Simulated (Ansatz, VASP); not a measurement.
Two plane-wave programs on SnO2

The input POSCAR:

```
SnO2
1.0
    4.7598181028     -0.1189954526      0.0000000000
   -0.1190014404      4.7600576175      0.0000000000
    0.0000000000      0.0000000000      3.2007107555
Sn O
2 4
Direct
    0.5000000000      0.5000000000      0.5000000000
    0.0000000000      0.0000000000      0.0000000000
    0.3058623572      0.3059582262      0.0000000000
    0.8058623572      0.1940417738      0.5000000000
    0.1941376428      0.8059582262      0.5000000000
    0.6941376428      0.6940417738      0.0000000000
```

File INCAR.step1:

```
  ALGO = Normal
  EDIFF = 1E-4
  ENCUT = 520
  GGA = PE
  ISMEAR = 0
  LASPH = True
  LCHARG = False
  LREAL = False
  LWAVE = True
  NBANDS = 35
  NELM = 60
  PREC = Accurate
  SIGMA = 0.05
```

Contents of INCAR.step2:

```
  ALGO = Normal
  EDIFF = 1E-7
  ENCUT = 520
  ISIF = 2
  ISMEAR = 0
  ISTART = 1
  LASPH = True
  LCHARG = True
  LELF = True
  LMIXTAU = True
  LREAL = False
  LVHAR = True
  LWAVE = False
  METAGGA = R2SCAN
  NBANDS = 35
  NELM = 60
  PREC = Accurate
  SIGMA = 0.05
```

The input KPOINTS:

```
k-points
0
Gamma
  6 6 8
```

Input for Ansatz:

```yaml
crystal:
  lattice:
    - [4.7598181028, -0.1189954526, 0.0]
    - [-0.1190014404, 4.7600576175, 0.0]
    - [0.0, 0.0, 3.2007107555]
  atoms:
    - { symbol: Sn, position: [0.5, 0.5, 0.5] }
    - { symbol: Sn, position: [0.0, 0.0, 0.0] }
    - { symbol: O, position: [0.3058623572, 0.3059582262, 0.0] }
    - { symbol: O, position: [0.8058623572, 0.1940417738, 0.5] }
    - { symbol: O, position: [0.1941376428, 0.8059582262, 0.5] }
    - { symbol: O, position: [0.6941376428, 0.6940417738, 0.0] }
basis:
  ecutwfc: 500
kpoints:
  mp_grid: { grid: [6, 6, 8] }
hamiltonian:
  xc: r2scan
scf:
  occupations: { method: gaussian, width: 0.05 }
output:
  forces: true
  stress: true
  eigenvalues: true
  write_density: true
  write_potential: true
  elf: true
  volumetric_format: npy
```

Change from the starting cell: strain -0.0500 x Voigt [0, 0, 0, 0, 0, 1], atoms carried along.

Alike in both runs: task single point; functional r2SCAN; k mesh 6 × 6 × 8; occupations gaussian, width 0.05 eV; no spin polarisation.

|  | VASP | Ansatz |
| --- | --- | --- |
| version | VASP 6.6.1 | Ansatz 0.2.0 |
| potentials or method | VASP PAW PBE potentials, release 64 (Sn_d, O), cutoff 520 eV | scalar-relativistic, plane waves, PAW |
| valence electrons in the cell | 52 | 52 |

VASP gave:

- gap on the k mesh at the Fermi level (eV): 1.79
- least direct gap on the mesh (eV): 1.79
- pressure (GPa): 1.8
- traceless stress, the component that is largest in VASP (GPa): 10.57
- rms of the force components (eV/Å): 0.079

Task: Estimate Ansatz's values.

Result: gap on the k mesh at the Fermi level (eV): 1.76; least direct gap on the mesh (eV): 1.76; pressure (GPa): 0.7; traceless stress, the component that is largest in VASP (GPa): 10.41; rms of the force components (eV/Å): 0.079.

VASP's potentials were made for PBE, not for r2SCAN. Atom by atom the forces differ by 0.013 eV/Å (rms over components). The functional is the same, so the differences come from potentials, cutoffs and numerics.
